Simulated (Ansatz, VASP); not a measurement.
Mo in VASP and in Ansatz

INCAR

```
SYSTEM = Mo
ALGO = Normal
EDIFF = 1E-6
ENCUT = 500
GGA_COMPAT = .False.
ISIF = 2
ISMEAR = 0
LASPH = .True.
LCHARG = .False.
LREAL = .False.
LWAVE = .False.
NBANDS = 13
NELM = 120
PREC = Accurate
SIGMA = 0.1
```

Contents of KPOINTS:

```
k-points
0
Gamma
  18 18 18
  0 0 0
```

POSCAR

```
Mo
1.0
   -1.5861732384      1.5861732384      1.5861732384
    1.5861732384     -1.5861732384      1.5861732384
    1.5861732384      1.5861732384     -1.5861732384
Mo
1
Direct
    0.0000000000      0.0000000000      0.0000000000
```

Input for Ansatz:

```yaml
crystal:
  lattice:
    - [-1.5861732384, 1.5861732384, 1.5861732384]
    - [1.5861732384, -1.5861732384, 1.5861732384]
    - [1.5861732384, 1.5861732384, -1.5861732384]
  atoms:
    - { symbol: Mo, position: [0.0, 0.0, 0.0] }
basis:
  ecutwfc: 420
kpoints:
  mp_grid: { grid: [18, 18, 18] }
hamiltonian:
  xc: lda
  pseudopotentials: { kind: paw }
scf:
  occupations: { method: gaussian, width: 0.1 }
output:
  forces: true
  stress: true
  eigenvalues: true
```

Alike in both runs: task single point; functional LDA; k mesh 18 × 18 × 18; occupations gaussian, width 0.1 eV; no spin polarisation.

```csv
,VASP,Ansatz
version,VASP 6.6.1,Ansatz 0.2.0
potentials or method,"VASP PAW LDA potentials, release 64 (Mo_sv), cutoff 500 eV","scalar-relativistic, plane waves, PAW"
valence electrons in the cell,14,14
```

Ansatz gave:

| Quantity | Value |
| --- | --- |
| gap on the k mesh at the Fermi level (eV) | none |
| pressure (GPa) | -15.1 |

Question: Estimate VASP's values.

Answer: gap on the k mesh at the Fermi level (eV): none; pressure (GPa): -14.1.

LDA's correlation is that of Perdew and Zunger in VASP and of Perdew and Wang (1992) in Ansatz. A gap of «none» marks a metal or a gap that the smearing closes.
